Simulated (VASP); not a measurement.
# Bi2Te3 (R-3m) in VASP: notebook

The runs below take Bi2Te3 through relaxation of cell and atoms, with PBEsol.

Program: VASP 6.6.1. These are calculated values, not measurements. Logs are shortened: lines on timing, memory, paths and dates and some standing lists are left out, and cuts for length are marked.

**1. The cell of the first run**

Symmetry: R-3m, No. 166, trigonal system. The conventional cell has a = 4.383 Å, b = 4.383 Å, c = 30.252 Å, α = 90.00°, β = 90.00°, γ = 120.00°. Within 4.0 Å of Bi (site symmetry 3m) lie 6 Te at 3.06 to 3.24 Å. Within 4.6 Å of Te (site symmetry -3m) lie 6 Bi at 3.24 Å and 12 Te at 4.38 to 4.52 Å. Within 4.0 Å of Te (site symmetry 3m) lie 3 Bi at 3.06 Å and 3 Te at 3.63 Å.

**2. Relaxation of cell and atoms, PBEsol**

INCAR

```
ALGO     = Normal         # electronic algorithm
EDIFF    = 1E-7           # SCF threshold, eV
EDIFFG   = -0.005         # ionic threshold
ENCUT    = 600            # plane-wave cutoff, eV
GGA      = PS             # functional
IBRION   = 2              # ionic algorithm
ISIF     = 3              # what is computed and relaxed
ISMEAR   = 0              # smearing method
LASPH    = True           # aspherical terms in the spheres
LCHARG   = False          # write CHGCAR
LREAL    = False          # projectors in reciprocal space
LWAVE    = False          # write WAVECAR
NELM     = 80             # most SCF steps
NSW      = 90             # ionic steps
PREC     = Accurate       # precision mode
SIGMA    = 0.03           # smearing width, eV
```

KPOINTS

```
k-points
0
Gamma
  7 7 7
```

POSCAR

```
Bi2Te3                                  
1.0
    2.1913939443      1.2652018836     10.0838518283
   -2.1913939443      1.2652018836     10.0838518283
    0.0000000000     -2.5304037673     10.0838518283
  Bi              Te            
     2     3
Direct
     0.3999745826303973    0.3999745826303973    0.3999745826303973
     0.6000254173696027    0.6000254173696027    0.6000254173696028
     0.0000000000000000    0.0000000000000000    0.0000000000000000
     0.2096369417028061    0.2096369417028061    0.2096369417028061
     0.7903630582971940    0.7903630582971940    0.7903630582971940
```

Potentials or basis: VASP PAW PBE potentials, release 64 (Bi_d, Te).

Run with:

```
$ cat potpaw_PBE.64/Bi_d/POTCAR potpaw_PBE.64/Te/POTCAR > POTCAR
$ mpirun -np 1 vasp_std > vasp.out
```

OUTCAR:

```text
EDIFF = 1E-7
   EDIFFG = -0.005
   ENCUT = 600
   GGA = PS
   IBRION = 2
   ISIF = 3
   ISMEAR = 0
   LASPH = True
   LREAL = False
   NELM = 80
   NSW = 90
   PREC = Accurate

 ion  position               nearest neighbor table
   1  0.400  0.400  0.400-   5 3.06   5 3.06   5 3.06   3 3.24   3 3.24   3 3.24
   2  0.600  0.600  0.600-   4 3.06   4 3.06   4 3.06   3 3.24   3 3.24   3 3.24
   3  0.000  0.000  0.000-   2 3.24   1 3.24   2 3.24   2 3.24   1 3.24   1 3.24
   4  0.210  0.210  0.210-   2 3.06   2 3.06   2 3.06   5 3.63   5 3.63   5 3.63
   5  0.790  0.790  0.790-   1 3.06   1 3.06   1 3.06   4 3.63   4 3.63   4 3.63

  LATTYP: Found a trigonal (rhomboedric) cell.
 ALAT       =    10.3964903174
 COS(alpha) =     0.9111418222

  Lattice vectors:

 A1 = (   2.1913939443,   1.2652018836,  10.0838518283)
 A2 = (  -2.1913939443,   1.2652018836,  10.0838518283)
 A3 = (   0.0000000000,  -2.5304037673,  10.0838518283)

Analysis of symmetry for initial positions (statically):
=====================================================================
 Subroutine PRICEL returns:
 Original cell was already a primitive cell.

 Routine SETGRP: Setting up the symmetry group for a
 trigonal (rhombohedral) supercell.

 Subroutine GETGRP returns: Found 12 space group operations
 (whereof 12 operations were pure point group operations)
 out of a pool of 12 trial point group operations.

The static configuration has the point symmetry D_3d.

Analysis of symmetry for dynamics (positions and initial velocities):
=====================================================================
 Subroutine PRICEL returns:
 Original cell was already a primitive cell.

 Routine SETGRP: Setting up the symmetry group for a
 trigonal (rhombohedral) supercell.

 Subroutine GETGRP returns: Found 12 space group operations
 (whereof 12 operations were pure point group operations)
 out of a pool of 12 trial point group operations.

The dynamic configuration has the point symmetry D_3d.

 Subroutine INISYM returns: Found 12 space group operations
 (whereof 12 operations are pure point group operations),
 and found     1 'primitive' translations

----------------------------------------------------------------------------------------

                                     Primitive cell

  volume of cell :     167.7482

  direct lattice vectors                    reciprocal lattice vectors
     2.191393944  1.265201884 10.083851828     0.228165274  0.131731282  0.033056151
    -2.191393944  1.265201884 10.083851828    -0.228165274  0.131731282  0.033056151
     0.000000000 -2.530403767 10.083851828     0.000000000 -0.263462565  0.033056151

  length of vectors
    10.396490317 10.396490317 10.396490317     0.265528214  0.265528214  0.265528214

  position of ions in fractional coordinates (direct lattice)
     0.399974583  0.399974583  0.399974583
     0.600025417  0.600025417  0.600025417
     0.000000000  0.000000000  0.000000000
     0.209636942  0.209636942  0.209636942
     0.790363058  0.790363058  0.790363058

  ion indices of the primitive-cell ions
   primitive index   ion index
                 1           1
                 2           2
                 3           3
                 4           4
                 5           5

----------------------------------------------------------------------------------------

 KPOINTS: k-points

Automatic generation of k-mesh.
 Grid dimensions read from file:
 generate k-points for:    7    7    7

 Generating k-lattice:

  Cartesian coordinates                     Fractional coordinates (reciprocal lattice)
     0.032595039  0.018818755  0.004722307     0.142857143 -0.000000000 -0.000000000
    -0.032595039  0.018818755  0.004722307    -0.000000000  0.142857143 -0.000000000
     0.000000000 -0.037637509  0.004722307    -0.000000000 -0.000000000  0.142857143

  Length of vectors
     0.037932602  0.037932602  0.037932602

  Shift w.r.t. Gamma in fractional coordinates (k-lattice)
     0.000000000  0.000000000  0.000000000

 Subroutine IBZKPT returns following result:
 ===========================================

 Found     44 irreducible k-points:

 Following reciprocal coordinates:
            Coordinates               Weight
  0.000000  0.000000  0.000000      1.000000
  0.142857  0.000000  0.000000      6.000000
  0.285714  0.000000  0.000000      6.000000
  0.428571  0.000000  0.000000      6.000000
  0.142857  0.142857  0.000000      6.000000
  0.285714  0.142857  0.000000     12.000000
[... 16 lines left out ...]
  0.285714  0.285714  0.142857      6.000000
  0.428571  0.285714  0.142857     12.000000
 [... further k-points ...]
   k-points           NKPTS =     44   k-points in BZ     NKDIM =     44   number of bands    NBANDS=     28
   number of dos      NEDOS =    301   number of ions     NIONS =      5
   total plane-waves  NPLWV = 592704
   dimension x,y,z NGX =    84 NGY =   84 NGZ =   84
   dimension x,y,z NGXF=   168 NGYF=  168 NGZF=  168
   ions per type =               2   3
   NGX,Y,Z   is equivalent  to a cutoff of  13.43, 13.43, 13.43 a.u.
   NGXF,Y,Z  is equivalent  to a cutoff of  26.86, 26.86, 26.86 a.u.
 SYSTEM =  unknown system
   PREC   = accura    normal or accurate (medium, high low for compatibility)
   ISTART =      0    job   : 0-new  1-cont  2-samecut
   ICHARG =      2    charge: 1-file 2-atom 10-const
   ISPIN  =      1    spin polarized calculation?
   LNONCOLLINEAR =      F non collinear calculations
   LSORBIT =      F    spin-orbit coupling
   LASPH  =      T    aspherical Exc in radial PAW
   ENCUT  =  600.0 eV  44.10 Ry    6.64 a.u.  20.76 20.76 20.76*2*pi/ulx,y,z
   NELM   =     80;   NELMIN=  2; NELMDL= -5     # of ELM steps
   EDIFF  = 0.1E-06   stopping-criterion for ELM
   LREAL  =      F    real-space projection
   EDIFFG = -.5E-02   stopping-criterion for IOM
   NSW    =     90    number of steps for IOM
   IBRION =      2    ionic relax: 0-MD 1-quasi-New 2-CG
   NFREE  =      1    steps in history (QN), initial steepest desc. (CG)
   ISIF   =      3    stress and relaxation
   ISYM   =      2    0-nonsym 1-usesym 2-fastsym
   POTIM  = 0.5000    time-step for ionic-motion
   TEBEG  =    0.0;   TEEND  =   0.0 temperature during run
   PSTRESS=    0.0 pullay stress
   NELECT =      48.0000    total number of electrons
   NUPDOWN=      -1.0000    fix difference up-down
   EMIN   =  10.00;   EMAX   =-10.00  energy-range for DOS
   EFERMI =   0.00;   METHOD = LEGACY
   ISMEAR =     0;   SIGMA  =   0.03  broadening in eV -4-tet -1-fermi 0-gaus
   EFERMI_NEDOS =   21; number of points for ismear=-14 and -15
   IALGO  =     38    algorithm
   IMIX   =      4    mixing-type and parameters
     AMIX     =   0.40;   BMIX     =  1.00
     AMIX_MAG =   1.60;   BMIX_MAG =  1.00
  volume/ion in A,a.u.               =      33.55       226.40
  Fermi-wavevector in a.u.,A,eV,Ry     =   1.078788  2.038613 15.834222  1.163783
  Thomas-Fermi vector in A             =   2.214735
   LORBIT       =      0    0 simple, 1 ext, 2 COOP (PROOUT), +10 PAW based schemes
   GGA     = PS    functional components
   LHFCALC =     F    Hartree Fock is set to
   AEXX    =    0.0000 exact exchange contribution
   IVDW    =     0    specifies the selected vdW correction
   LEPSILON=     F    determine dielectric tensor
   LRPA    =     F    only Hartree local field effects (RPA)
 conjugate gradient relaxation of ions
 non-spin polarized calculation
 Gauss-broadening in eV      SIGMA  =   0.03
  energy-cutoff  :      600.00
  volume of cell :      167.75
 maximum number of plane-waves:      5627
   NGX = 41   NGY = 41   NGZ = 41

 number of electron      47.9999998 magnetization

 Free energy of the ion-electron system (eV)
  ---------------------------------------------------
  ext. energy  EPLUGINS =         0.00000000
  ---------------------------------------------------
  free energy    TOTEN  =       -20.29725411 eV

  energy without entropy =      -20.29725410  energy(sigma->0) =      -20.29725411

 E-fermi :   6.2778     XC(G=0):  -9.5328

 val. band max:        6.1785497745   @ k =   0.0000   0.0000   0.0000
 cond. band min:       6.3770667244   @ k =   0.0000   0.0000   0.0000
 fundamental gap:      0.1985169499
 Fermi energy:         6.2778207378

 k-point     1 :       0.0000    0.0000    0.0000
  band No.  band energies     occupation
      1     -16.9371      2.00000
      2     -16.9371      2.00000
      3     -16.9354      2.00000
      4     -16.9354      2.00000
      5     -16.9272      2.00000
      6     -16.9257      2.00000
[... 20 lines left out ...]
     27       6.7891      0.00000
     28       8.0920      0.00000

 k-point     2 :       0.1429    0.0000    0.0000
  band No.  band energies     occupation
      1     -16.9389      2.00000
      2     -16.9370      2.00000
      3     -16.9352      2.00000
      4     -16.9336      2.00000
      5     -16.9259      2.00000
      6     -16.9247      2.00000
[... 20 lines left out ...]
     27       7.5541      0.00000
     28       8.0503      0.00000

 k-point     3 :       0.2857    0.0000    0.0000
  band No.  band energies     occupation
      1     -16.9437      2.00000
      2     -16.9411      2.00000
      3     -16.9326      2.00000
      4     -16.9306      2.00000
      5     -16.9273      2.00000
      6     -16.9249      2.00000
[... 20 lines left out ...]
     27       7.7355      0.00000
     28       8.7997      0.00000

 k-point     4 :       0.4286    0.0000    0.0000
  band No.  band energies     occupation
      1     -16.9479      2.00000
      2     -16.9447      2.00000
      3     -16.9321      2.00000
      4     -16.9293      2.00000
      5     -16.9289      2.00000
      6     -16.9264      2.00000
[... 578 lines left out ...]
     27       8.2115      0.00000
     28       8.7210      0.00000

 k-point    23 :       0.2857    0.2857    0.1429
  band No.  band energies     occupation
      1     -16.9389      2.00000
      2     -16.9370      2.00000
      3     -16.9352      2.00000
      4     -16.9336      2.00000
      5     -16.9259      2.00000
      6     -16.9247      2.00000
[... 20 lines left out ...]
     27       7.3405      0.00000
     28       8.3720      0.00000

 k-point    24 :       0.4286    0.2857    0.1429
  band No.  band energies     occupation
      1     -16.9411      2.00000
      2     -16.9395      2.00000
      3     -16.9330      2.00000
      4     -16.9329      2.00000
      5     -16.9252      2.00000
      6     -16.9249      2.00000
[... 20 lines left out ...]
     27       8.0191      0.00000
     28       8.4952      0.00000

 [... further k-points ...]
[... 5 lines left out ...]
  --------------------------------------------------------------------------------------
  -------------------------------------------------------------------------------------
  Total       -0.0026405     -0.0026405     -0.0006451      0.0000000      0.0000000      0.0000000
  in kB       -0.0252197     -0.0252197     -0.0061616      0.0000000      0.0000000      0.0000000
  external PRESSURE =      -0.0188670 kB  Pullay stress =       0.0000000 kB

 VOLUME and BASIS-vectors are now :
 -----------------------------------------------------------------------------
  energy-cutoff  :      600.00
  volume of cell :      167.75
      direct lattice vectors                 reciprocal lattice vectors
     2.191393944  1.265201884 10.083851828     0.228165274  0.131731282  0.033056151
    -2.191393944  1.265201884 10.083851828    -0.228165274  0.131731282  0.033056151
     0.000000000 -2.530403767 10.083851828     0.000000000 -0.263462565  0.033056151

 POSITION                                       TOTAL-FORCE (eV/Angst)
 -----------------------------------------------------------------------------------
      0.00000     -0.00000     12.09985         0.000000      0.000000     -0.003120
      0.00000     -0.00000     18.15170         0.000000     -0.000000      0.003120
      0.00000      0.00000      0.00000         0.000000     -0.000000     -0.000000
      0.00000     -0.00000      6.34184         0.000000     -0.000000      0.000558
      0.00000     -0.00000     23.90971         0.000000      0.000000     -0.000558
 -----------------------------------------------------------------------------------
    total drift:                                0.000000      0.000000     -0.000000

  FREE ENERGIE OF THE ION-ELECTRON SYSTEM (eV)
  ---------------------------------------------------
  free  energy   TOTEN  =       -20.2972541063 eV

  energy  without entropy=      -20.2972541045  energy(sigma->0) =      -20.29725411

 reached required accuracy - stopping structural energy minimisation
```

It took 31 min on 1 thread of Intel Xeon Platinum 8488C (Sapphire Rapids), shared host; peak memory 1.2 GiB.

Results:

* Free energy: -20.2973 eV
* Pressure after relaxing: 0.0 GPa
* Largest force after relaxing: 0.003 eV/Å
* Band gap on the k mesh: 0.20 eV

Forces on the atoms (eV/Å):
```
Bi   0.000  0.000 -0.003
Bi   0.000  0.000  0.003
Te   0.000  0.000  0.000
Te   0.000  0.000  0.001
Te   0.000  0.000 -0.001
```

Final structure:
```yaml
crystal:
  lattice:
    - [2.19139, 1.26520, 10.08385]
    - [-2.19139, 1.26520, 10.08385]
    - [0.00000, -2.53040, 10.08385]
  atoms:
    - { symbol: Bi, position: [0.39997, 0.39997, 0.39997] }
    - { symbol: Bi, position: [0.60003, 0.60003, 0.60003] }
    - { symbol: Te, position: [0.00000, 0.00000, 0.00000] }
    - { symbol: Te, position: [0.20964, 0.20964, 0.20964] }
    - { symbol: Te, position: [0.79036, 0.79036, 0.79036] }
```

Caveat: the relaxation stopped at its first step, so nothing moved; the PAW data sets were made with another functional, which shifts forces and pressure a little; spin-orbit coupling is left out, which moves the levels of the heavy elements; an odd mesh through Γ misses points on the zone boundary, where band edges can lie.

**3. Relaxation of cell and atoms, PBEsol**

This run uses another cell than the first one, of 33.87 Å³/atom.

INCAR

```
SYSTEM = Bi2Te3
PREC = Accurate ; ENCUT = 600
EDIFF = 1E-6 ; ISMEAR = 0
SIGMA = 0.03 ; LREAL = .False.
LASPH = .True. ; NELM = 80
ALGO = Normal ; ISIF = 3
LWAVE = .False. ; LCHARG = .False.
GGA = PS ; IBRION = 2
NSW = 90 ; EDIFFG = -0.01
KPAR = 2
```

KPOINTS

```
regular mesh
0
Gamma
  7 7 7
  0 0 0
```

POSCAR

```
Bi2Te3
1.0
    2.1930000000      1.2661291403     10.1656666667
   -2.1930000000      1.2661291403     10.1656666667
    0.0000000000     -2.5322582807     10.1656666667
Bi Te
2 3
Direct
    0.4000000000      0.4000000000      0.4000000000
    0.6000000000      0.6000000000      0.6000000000
    0.0000000000      0.0000000000      0.0000000000
    0.2095000000      0.2095000000      0.2095000000
    0.7905000000      0.7905000000      0.7905000000
```

Potentials or basis: VASP PAW PBE potentials, release 64 (Bi_d, Te).

Run with:

```
$ cat potpaw_PBE.64/Bi_d/POTCAR potpaw_PBE.64/Te/POTCAR > POTCAR
$ mpirun -np 2 vasp_std > vasp.out
```

Wall time 29 min (2 MPI ranks of AMD EPYC 9R45 (Zen 5), shared host); peak memory 1.2 GiB.

The run converged. Its results:

```yaml
Free_energy: -20.2974 eV
Relaxed_volume: 33.55 Å³/atom
Relaxed_cell: a = 10.396 Å, b = 10.396 Å, c = 10.396 Å, α = 24.34°, β = 24.34°, γ = 24.34°
Space_group_after_relaxing_to_0.1_Å: R-3m (No. 166)
Energy_gained_by_relaxing: 0.8 meV/atom
Ionic_steps: 5
Pressure_after_relaxing: 0.0 GPa
Band_gap_on_the_k_mesh: 0.20 eV
```

Forces in eV/Å, atoms in the order of the input:
```
Bi   0.000  0.000 -0.003
Bi   0.000  0.000  0.003
Te   0.000  0.000  0.000
Te   0.000  0.000  0.001
Te   0.000  0.000 -0.001
```

Step by step:
```
step  energy change (eV)  largest force (eV/Å)  pressure (GPa)  volume (Å³)
   1              0.0000                0.0965           -0.56       169.36
   2             -0.0020                0.0535            0.43       166.46
   3             -0.0036                0.0134            0.02       167.61
   4             -0.0038                0.0104            0.02       167.65
   5             -0.0040                0.0028            0.00       167.75
```

Final structure:
```yaml
crystal:
  lattice:
    - [2.19139, 1.26520, 10.08385]
    - [-2.19139, 1.26520, 10.08385]
    - [0.00000, -2.53040, 10.08385]
  atoms:
    - { symbol: Bi, position: [0.39997, 0.39997, 0.39997] }
    - { symbol: Bi, position: [0.60003, 0.60003, 0.60003] }
    - { symbol: Te, position: [0.00000, 0.00000, 0.00000] }
    - { symbol: Te, position: [0.20964, 0.20964, 0.20964] }
    - { symbol: Te, position: [0.79036, 0.79036, 0.79036] }
```

Levels at points of the mesh, in eV from the valence-band top:
| k point | band 20 | band 21 | band 22 | band 23 | band 24 | band 25 | band 26 | band 27 | band 28 |
| --- | --- | --- | --- | --- | --- | --- | --- | --- | --- |
| (0.00, 0.00, 0.00) | -1.75 | -1.75 | -0.89 | -0.89 | 0.00 | 0.20 | 0.61 | 0.61 | 1.91 |

Caveat: the PAW data sets were made with another functional, which shifts forces and pressure a little; spin-orbit coupling is left out, which moves the levels of the heavy elements; an odd mesh through Γ misses points on the zone boundary, where band edges can lie.

**4. Relaxation of cell and atoms, PBEsol**

INCAR

```
SYSTEM = Bi2Te3
PREC = Accurate ; ENCUT = 600
EDIFF = 1E-7 ; ISMEAR = 0
SIGMA = 0.03 ; LREAL = .False.
LASPH = .True. ; NELM = 80
ALGO = Normal ; ISIF = 3
LWAVE = .False. ; LCHARG = .False.
GGA = PS ; IBRION = 2
NSW = 90 ; EDIFFG = -0.005
KPAR = 2
```

KPOINTS is that of step 3.

POSCAR

```
Bi2Te3                                  
1.0
    2.1913939495      1.2652018866     10.0838517881
   -2.1913939495      1.2652018866     10.0838517881
    0.0000000000     -2.5304037733     10.0838517881
  Bi              Te            
     2     3
Direct
     0.3999745826017548    0.3999745826017548    0.3999745826017548
     0.6000254173982452    0.6000254173982452    0.6000254173982452
     0.0000000000000000    0.0000000000000000    0.0000000000000000
     0.2096369417418982    0.2096369417418982    0.2096369417418982
     0.7903630582581017    0.7903630582581017    0.7903630582581017
```

Run with:

```
$ cat potpaw_PBE.64/Bi_d/POTCAR potpaw_PBE.64/Te/POTCAR > POTCAR
$ mpirun -np 2 vasp_std > vasp.out
```

Wall time 11 min (2 MPI ranks of AMD EPYC 9R45 (Zen 5), shared host); peak memory 1.2 GiB.

The run converged. Its results:

* Free energy: -20.2973 eV
* Pressure after relaxing: 0.0 GPa
* Largest force after relaxing: 0.003 eV/Å
* Band gap on the k mesh: 0.20 eV

Forces on the atoms (eV/Å):
```
Bi   0.000  0.000 -0.003
Bi   0.000  0.000  0.003
Te   0.000  0.000  0.000
Te   0.000  0.000  0.001
Te   0.000  0.000 -0.001
```

Final structure:
```yaml
crystal:
  lattice:
    - [2.19139, 1.26520, 10.08385]
    - [-2.19139, 1.26520, 10.08385]
    - [0.00000, -2.53040, 10.08385]
  atoms:
    - { symbol: Bi, position: [0.39997, 0.39997, 0.39997] }
    - { symbol: Bi, position: [0.60003, 0.60003, 0.60003] }
    - { symbol: Te, position: [0.00000, 0.00000, 0.00000] }
    - { symbol: Te, position: [0.20964, 0.20964, 0.20964] }
    - { symbol: Te, position: [0.79036, 0.79036, 0.79036] }
```

Levels at points of the mesh, in eV from the valence-band top:
```csv
k point,band 21,band 22,band 23,band 24,band 25,band 26,band 27,band 28
"(0.00, 0.00, 0.00)",-1.75,-0.89,-0.89,0.00,0.20,0.61,0.61,1.91
```

Caveat: the relaxation stopped at its first step, so nothing moved; the PAW data sets were made with another functional, which shifts forces and pressure a little; spin-orbit coupling is left out, which moves the levels of the heavy elements; an odd mesh through Γ misses points on the zone boundary, where band edges can lie.

(Continued in part 2 of 2.)
